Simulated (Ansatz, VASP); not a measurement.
# Lu: VASP beside Ansatz

File INCAR:

```
SYSTEM = Lu
ALGO = Normal
EDIFF = 1E-7
ENCUT = 520
GGA = CA
ISIF = 2
ISMEAR = -1
LASPH = .TRUE.
LCHARG = .TRUE.
LELF = .TRUE.
LREAL = .FALSE.
LVHAR = .TRUE.
LWAVE = .FALSE.
NBANDS = 32
NELM = 60
PREC = Accurate
SIGMA = 0.03
```

File KPOINTS:

```
k-points
0
G
  13 13 8
  0 0 0
```

File POSCAR:

```
Lu
1.0
    3.5560870662      0.0000000000      0.0000000000
   -1.7780435331      3.0796617375      0.0000000000
    0.0000000000      0.0000000000      5.6398531373
Lu
2
Direct
    0.3333333333      0.6666666667      0.2500000000
    0.6666666667      0.3333333333      0.7500000000
```

Input for Ansatz:

```yaml
crystal:
  lattice:
    - [3.5560870662, 0.0, 0.0]
    - [-1.7780435331, 3.0796617375, 0.0]
    - [0.0, 0.0, 5.6398531373]
  atoms:
    - { symbol: Lu, position: [0.3333333333, 0.6666666667, 0.25] }
    - { symbol: Lu, position: [0.6666666667, 0.3333333333, 0.75] }
kpoints:
  mp_grid: { grid: [13, 13, 8] }
scf:
  occupations: { method: fermi_dirac, width: 0.03 }
hamiltonian:
  xc: lda
  pseudopotentials: { kind: all_electron, lapw: { basis_error: 0.0005 } }
output:
  forces: true
  stress: true
  eigenvalues: true
```

Change from the starting cell: functional lda, volume scaled by 1.04.

Alike in both runs: task single point; functional LDA; k mesh 13 × 13 × 8; occupations fermi-dirac, width 0.03 eV; no spin polarisation.

|  | VASP | Ansatz |
| --- | --- | --- |
| version | VASP 6.6.1 | Ansatz 0.2.0 |
| potentials or method | VASP PAW PBE potentials, release 64 (Lu), cutoff 520 eV | all-electron LAPW, scalar-relativistic |

VASP gave:

* pressure (GPa): -6.9
* traceless stress, the component that is largest in VASP (GPa): -0.84

Problem. Which values does Ansatz return?

Solution. Pressure (GPa): -7.1; traceless stress, the component that is largest in VASP (GPa): -0.81.

VASP's potentials were made for PBE, not for LDA. LDA's correlation is that of Perdew and Zunger in VASP and of Perdew and Wang (1992) in Ansatz. Ansatz ran all-electron here, and VASP with PAW potentials.

Neither program's run includes spin-orbit coupling.
